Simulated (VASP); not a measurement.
# Ni (Fm-3m) in VASP: a series of runs

Runs on Ni. Level: PBE. Tasks: single point.

Everything below comes from runs of VASP 6.6.1. Logs are shortened: lines on timing, memory, paths and dates and some standing lists are left out, and cuts for length are marked.

### Step 1. The cell of the first run

It takes space group Fm-3m (No. 225, cubic). Conventional cell: a = 3.519 Å, b = 3.519 Å, c = 3.519 Å, α = 90.00°, β = 90.00°, γ = 90.00°. Within 3.3 Å of Ni (site symmetry m-3m) lie 12 Ni at 2.49 Å.

### Step 2. Single point, PBE, collinear spin, ferromagnetic start

INCAR

```
SYSTEM = Ni
PREC     = Accurate       ! precision mode
ENCUT    = 520            ! plane-wave cutoff, eV
EDIFF    = 1E-7           ! SCF threshold, eV
ISMEAR   = -1             ! smearing method
SIGMA    = 0.05           ! smearing width, eV
LREAL    = .False.        ! projectors in reciprocal space
LASPH    = .True.         ! aspherical terms in the spheres
NELM     = 150            ! most SCF steps
ALGO     = Normal         ! electronic algorithm
ISIF     = 2              ! what is computed and relaxed
LWAVE    = .False.        ! write WAVECAR
LCHARG   = .False.        ! write CHGCAR
ISPIN    = 2              ! spin polarisation
MAGMOM   = 0.672          ! initial moments
LORBIT   = 11             ! projections on sites
LMAXMIX  = 4              ! l up to which the mixer works
GGA      = PE             ! functional
NBANDS   = 15             ! bands
```

KPOINTS

```
Automatic mesh
0
Gamma
  2 2 2
  0 0 0
```

POSCAR

```
Ni
1.0
    0.0000000000      1.7596893266      1.7596893266
    1.7596893266      0.0000000000      1.7596893266
    1.7596893266      1.7596893266      0.0000000000
Ni
1
Direct
    0.0000000000      0.0000000000      0.0000000000
```

Potentials or basis: VASP PAW PBE potentials, release 64 (Ni).

Launch:

```
cat potpaw_PBE.64/Ni/POTCAR > POTCAR
mpirun -np 1 vasp_std > vasp.out
```

OUTCAR:

```text
SYSTEM = Ni
   PREC = Accurate
   ENCUT = 520
   EDIFF = 1E-7
   ISMEAR = -1
   LREAL = .False.
   LASPH = .True.
   NELM = 150
   ISIF = 2
   ISPIN = 2
   LORBIT = 11
   GGA = PE

 ion  position               nearest neighbor table
   1  0.000  0.000  0.000-

  LATTYP: Found a face centered cubic cell.
 ALAT       =     3.5193786532

  Lattice vectors:

 A1 = (   0.0000000000,   1.7596893266,   1.7596893266)
 A2 = (   1.7596893266,   0.0000000000,   1.7596893266)
 A3 = (   1.7596893266,   1.7596893266,   0.0000000000)

Analysis of symmetry for initial positions (statically):
=====================================================================
 Subroutine PRICEL returns:
 Original cell was already a primitive cell.

 Routine SETGRP: Setting up the symmetry group for a
 face centered cubic supercell.

 Subroutine GETGRP returns: Found 48 space group operations
 (whereof 48 operations were pure point group operations)
 out of a pool of 48 trial point group operations.

The static configuration has the point symmetry O_h .

Analysis of symmetry for dynamics (positions and initial velocities):
=====================================================================
 Subroutine PRICEL returns:
 Original cell was already a primitive cell.

 Routine SETGRP: Setting up the symmetry group for a
 face centered cubic supercell.

 Subroutine GETGRP returns: Found 48 space group operations
 (whereof 48 operations were pure point group operations)
 out of a pool of 48 trial point group operations.

The dynamic configuration has the point symmetry O_h .

Analysis of structural, dynamic, and magnetic symmetry:
=====================================================================
 Subroutine PRICEL returns:
 Original cell was already a primitive cell.

 Routine SETGRP: Setting up the symmetry group for a
 face centered cubic supercell.

 Subroutine GETGRP returns: Found 48 space group operations
 (whereof 48 operations were pure point group operations)
 out of a pool of 48 trial point group operations.

The overall configuration has the point symmetry O_h .

 Subroutine INISYM returns: Found 48 space group operations
 (whereof 48 operations are pure point group operations),
 and found     1 'primitive' translations

----------------------------------------------------------------------------------------

                                     Primitive cell

  volume of cell :      10.8978

  direct lattice vectors                    reciprocal lattice vectors
     0.000000000  1.759689327  1.759689327    -0.284141065  0.284141065  0.284141065
     1.759689327  0.000000000  1.759689327     0.284141065 -0.284141065  0.284141065
     1.759689327  1.759689327  0.000000000     0.284141065  0.284141065 -0.284141065

  length of vectors
     2.488576511  2.488576511  2.488576511     0.492146762  0.492146762  0.492146762

  position of ions in fractional coordinates (direct lattice)
     0.000000000  0.000000000  0.000000000

  ion indices of the primitive-cell ions
   primitive index   ion index
                 1           1

----------------------------------------------------------------------------------------

 KPOINTS: Automatic mesh

Automatic generation of k-mesh.
 Grid dimensions read from file:
 generate k-points for:    2    2    2

 Generating k-lattice:

  Cartesian coordinates                     Fractional coordinates (reciprocal lattice)
    -0.142070533  0.142070533  0.142070533     0.500000000  0.000000000  0.000000000
     0.142070533 -0.142070533  0.142070533     0.000000000  0.500000000  0.000000000
     0.142070533  0.142070533 -0.142070533     0.000000000  0.000000000  0.500000000

  Length of vectors
     0.246073381  0.246073381  0.246073381

  Shift w.r.t. Gamma in fractional coordinates (k-lattice)
     0.000000000  0.000000000  0.000000000

 Subroutine IBZKPT returns following result:
 ===========================================

 Found      3 irreducible k-points:

 Following reciprocal coordinates:
            Coordinates               Weight
  0.000000  0.000000  0.000000      1.000000
  0.500000  0.000000  0.000000      4.000000
  0.500000  0.500000  0.000000      3.000000
   k-points           NKPTS =      3   k-points in BZ     NKDIM =      3   number of bands    NBANDS=     15
   number of dos      NEDOS =    301   number of ions     NIONS =      1
   total plane-waves  NPLWV =   8000
   dimension x,y,z NGX =    20 NGY =   20 NGZ =   20
   dimension x,y,z NGXF=    40 NGYF=   40 NGZF=   40
   ions per type =               1
   NGX,Y,Z   is equivalent  to a cutoff of  13.36, 13.36, 13.36 a.u.
   NGXF,Y,Z  is equivalent  to a cutoff of  26.72, 26.72, 26.72 a.u.
 SYSTEM =  Ni
   PREC   = accura    normal or accurate (medium, high low for compatibility)
   ISTART =      0    job   : 0-new  1-cont  2-samecut
   ICHARG =      2    charge: 1-file 2-atom 10-const
   ISPIN  =      2    spin polarized calculation?
   LNONCOLLINEAR =      F non collinear calculations
   LSORBIT =      F    spin-orbit coupling
   LASPH  =      T    aspherical Exc in radial PAW
   ENCUT  =  520.0 eV  38.22 Ry    6.18 a.u.   4.63  4.63  4.63*2*pi/ulx,y,z
   NELM   =    150;   NELMIN=  2; NELMDL= -5     # of ELM steps
   EDIFF  = 0.1E-06   stopping-criterion for ELM
   LREAL  =      F    real-space projection
   EDIFFG = 0.1E-05   stopping-criterion for IOM
   NSW    =      0    number of steps for IOM
   IBRION =     -1    ionic relax: 0-MD 1-quasi-New 2-CG
   NFREE  =      0    steps in history (QN), initial steepest desc. (CG)
   ISIF   =      2    stress and relaxation
   ISYM   =      2    0-nonsym 1-usesym 2-fastsym
   POTIM  = 0.5000    time-step for ionic-motion
   TEBEG  =    0.0;   TEEND  =   0.0 temperature during run
   PSTRESS=    0.0 pullay stress
   NELECT =      10.0000    total number of electrons
   NUPDOWN=      -1.0000    fix difference up-down
   EMIN   =  10.00;   EMAX   =-10.00  energy-range for DOS
   EFERMI =   0.00;   METHOD = LEGACY
   ISMEAR =    -1;   SIGMA  =   0.05  broadening in eV -4-tet -1-fermi 0-gaus
   EFERMI_NEDOS =   21; number of points for ismear=-14 and -15
   IALGO  =     38    algorithm
   IMIX   =      4    mixing-type and parameters
     AMIX     =   0.40;   BMIX     =  1.00
     AMIX_MAG =   1.60;   BMIX_MAG =  1.00
  volume/ion in A,a.u.               =      10.90        73.54
  Fermi-wavevector in a.u.,A,eV,Ry     =   1.590849  3.006268 34.433612  2.530799
  Thomas-Fermi vector in A             =   2.689480
   LORBIT       =     11    0 simple, 1 ext, 2 COOP (PROOUT), +10 PAW based schemes
   GGA     = PE    functional components
   LHFCALC =     F    Hartree Fock is set to
   AEXX    =    0.0000 exact exchange contribution
   IVDW    =     0    specifies the selected vdW correction
   LEPSILON=     F    determine dielectric tensor
   LRPA    =     F    only Hartree local field effects (RPA)
 spin polarized calculation
  energy-cutoff  :      520.00
  volume of cell :       10.90
 maximum number of plane-waves:       302
 NGX is ok and might be reduce to    20
   NGX =  9   NGY =  9   NGZ =  9

 number of electron      10.0000009 magnetization       1.2497397

 Free energy of the ion-electron system (eV)
  ---------------------------------------------------
  ext. energy  EPLUGINS =         0.00000000
  ---------------------------------------------------
  free energy    TOTEN  =        -3.23734425 eV

  energy without entropy =       -3.20096445  energy(sigma->0) =       -3.21915435

 E-fermi :   9.4571     XC(G=0): -13.3124

 val. band max:        9.4565514334   @ k =   0.5000   0.0000   0.0000
 cond. band min:       9.7680624652   @ k =   0.5000   0.5000   0.0000
 fundamental gap:      0.3115110318
 Fermi energy:         9.4570560483

 spin component 1

 k-point     1 :       0.0000    0.0000    0.0000
  band No.  band energies     occupation
      1       0.2961      1.00000
      2       6.1341      1.00000
      3       6.1341      1.00000
      4       6.1341      1.00000
      5       7.5262      1.00000
      6       7.5263      1.00000
      7      32.9824      0.00000
      8      36.9008      0.00000
      9      36.9008      0.00000
     10      36.9008      0.00000
     11      39.6276      0.00000
     12      39.6276      0.00000
     13      39.6276      0.00000
     14      42.8596      0.00000
     15      48.8536      0.00000

 k-point     2 :       0.5000    0.0000    0.0000
  band No.  band energies     occupation
      1       3.9977      1.00000
      2       6.2960      1.00000
      3       6.2960      1.00000
      4       8.0068      1.00000
      5       8.0069      1.00000
      6       9.0296      0.99981
      7      14.5573      0.00000
      8      31.5704      0.00000
      9      33.8519      0.00000
     10      33.8519      0.00000
     11      36.7542      0.00000
     12      36.7542      0.00000
     13      42.8170      0.00000
     14      53.4524      0.00000
     15      55.6468      0.00000

 k-point     3 :       0.5000    0.5000    0.0000
  band No.  band energies     occupation
      1       4.3540      1.00000
      2       4.4852      1.00000
      3       7.9916      1.00000
      4       7.9916      1.00000
      5       8.2101      1.00000
      6      11.7096      0.00000
      7      18.2990      0.00000
      8      24.0843      0.00000
      9      24.0843      0.00000
     10      28.7358      0.00000
     11      32.4252      0.00000
     12      53.5018      0.00000
     13      53.7060      0.00000
     14      58.3856      0.00000
     15      60.5933      0.00000
 Fermi energy:         9.4570560483

 spin component 2

 k-point     1 :       0.0000    0.0000    0.0000
  band No.  band energies     occupation
      1       0.3538      1.00000
      2       7.7016      1.00000
      3       7.7016      1.00000
      4       7.7016      1.00000
      5       8.5054      1.00000
      6       8.5054      1.00000
      7      32.8950      0.00000
      8      36.9363      0.00000
      9      36.9363      0.00000
     10      36.9363      0.00000
     11      39.9395      0.00000
     12      39.9395      0.00000
     13      39.9395      0.00000
     14      42.8660      0.00000
     15      49.3640      0.00000

 k-point     2 :       0.5000    0.0000    0.0000
  band No.  band energies     occupation
      1       4.9800      1.00000
      2       7.4660      1.00000
      3       7.4660      1.00000
      4       9.0458      0.99973
      5       9.4565      0.50270
      6       9.4566      0.50252
      7      15.4490      0.00000
      8      31.4879      0.00000
      9      34.1006      0.00000
     10      34.1006      0.00000
     11      36.9190      0.00000
     12      36.9190      0.00000
     13      43.2099      0.00000
     14      55.8208      0.00000
     15      55.8208      0.00000

 k-point     3 :       0.5000    0.5000    0.0000
  band No.  band energies     occupation
      1       4.9765      1.00000
      2       5.8056      1.00000
      3       9.2289      0.98968
      4       9.7681      0.00199
      5       9.7681      0.00198
      6      11.7673      0.00000
      7      18.7683      0.00000
      8      24.1941      0.00000
      9      24.1941      0.00000
     10      29.2114      0.00000
     11      32.7833      0.00000
     12      53.7534      0.00000
     13      56.4285      0.00000
     14      58.3307      0.00000
     15      60.7277      0.00000

------------------------ aborting loop because EDIFF is reached ----------------------------------------

  FORCE on cell =-STRESS in cart. coord.  units (eV):
  Direction    XX          YY          ZZ          XY          YZ          ZX
  --------------------------------------------------------------------------------------
  -------------------------------------------------------------------------------------
  Total        1.9849211      1.9849211      1.9849211      0.0000000      0.0000000     -0.0000000
  in kB      291.8205248    291.8205248    291.8205248      0.0000000      0.0000000     -0.0000000
  external PRESSURE =     291.8205248 kB  Pullay stress =       0.0000000 kB

 VOLUME and BASIS-vectors are now :
 -----------------------------------------------------------------------------
  energy-cutoff  :      520.00
  volume of cell :       10.90
      direct lattice vectors                 reciprocal lattice vectors
     0.000000000  1.759689327  1.759689327    -0.284141065  0.284141065  0.284141065
     1.759689327  0.000000000  1.759689327     0.284141065 -0.284141065  0.284141065
     1.759689327  1.759689327  0.000000000     0.284141065  0.284141065 -0.284141065

 POSITION                                       TOTAL-FORCE (eV/Angst)
 -----------------------------------------------------------------------------------
      0.00000      0.00000      0.00000        -0.000000      0.000000     -0.000000
 -----------------------------------------------------------------------------------
    total drift:                                0.000000      0.000000      0.000000

  FREE ENERGIE OF THE ION-ELECTRON SYSTEM (eV)
  ---------------------------------------------------
  free  energy   TOTEN  =        -3.2373442453 eV

  energy  without entropy=       -3.2009644476  energy(sigma->0) =       -3.21915435

 total charge

# of ion       s       p       d       tot
------------------------------------------
    1        0.396   0.681   8.188   9.266

 magnetization (x)

# of ion       s       p       d       tot
------------------------------------------
    1       -0.023   0.001   1.274   1.252
```

Wall time 4.4 s (1 thread of Intel Xeon 6975P-C, shared host); peak memory 0.13 GiB.

What came out:

| Item | Value |
| --- | --- |
| Free energy | -3.2373 eV |
| Pressure | 29.2 GPa |
| Net moment | 1.25 μB per cell |
| Site moments | Ni +1.25 μB |
| Valence electrons inside the program's atomic spheres | Ni 9.27 |

Caveat: the k points lie up to 1.55 Å⁻¹ apart.

[end of part 1 of 3]
